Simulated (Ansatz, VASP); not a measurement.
**Two plane-wave programs on Ag**

```xyz
4
Lattice="2.8675 0.0000 0.0000 -1.4337 2.4833 0.0000 0.0000 0.0000 9.3651" Properties=species:S:1:pos:R:3 pbc="T T T"
Ag    0.0000    0.0000    0.0000
Ag    0.0000    0.0000    4.6825
Ag    0.0000    1.6555    2.3413
Ag    1.4337    0.8278    7.0238
```

Alike in both runs: functional PBEsol; k mesh 18 × 18 × 6; occupations gaussian, width 0.1 eV; no spin polarisation.

Ansatz relaxed the structure, and its values are those at the end. VASP's run is a single point on that final structure, the one shown.

|  | VASP | Ansatz |
| --- | --- | --- |
| version | VASP 6.6.1 | Ansatz 0.2.0 |
| potentials or method | VASP PAW PBE potentials, release 64 (Ag), cutoff 520 eV | scalar-relativistic, plane waves, PAW |
| valence electrons in the cell | 44 | 76 |

|  | VASP | Ansatz | Ansatz less VASP |
| --- | --- | --- | --- |
| gap on the k mesh at the Fermi level (eV) | none | none | - |
| pressure (GPa) | -0.3 | 0.0 | +0.28 |

VASP's potentials were made for PBE, not for PBEsol. A gap of «none» marks a metal or a gap that the smearing closes. VASP's potentials hold 44 valence electrons a cell and Ansatz's 76, so a difference there can come from the potentials and not from the codes.
